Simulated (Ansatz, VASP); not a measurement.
## MnS in VASP and in Ansatz

```xyz
2
Lattice="0.0000 2.8197 2.8197 2.8197 0.0000 2.8197 2.8197 2.8197 0.0000" Properties=species:S:1:pos:R:3 pbc="T T T"
Mn    0.0000    0.0000    0.0000
S     1.4099    1.4099    1.4099
```

Alike in both runs: task electric field gradients; functional PBE; k mesh 12 × 12 × 12; occupations fermi-dirac, width 0.05 eV; collinear spin.

|  | VASP | Ansatz |
| --- | --- | --- |
| version | VASP 6.6.1 | Ansatz 0.2.0 |
| potentials or method | VASP PAW PBE potentials, release 64 (Mn_pv, S), cutoff 520 eV | all-electron PAW with datasets made for the crystal, scalar-relativistic |

VASP gave:

* pressure (GPa): 0.1
* net moment per atom (μB): 2.48
* size of the moment on the site where the two differ most (μB): 4.36

**Question.** Estimate Ansatz's values.

**Answer.** Pressure (GPa): 0.0; net moment per atom (μB): 2.48; size of the moment on the site where the two differ most (μB): 4.21.

Site moments also hang on the region over which each program counts them. Ansatz ran all-electron here, and VASP with PAW potentials.
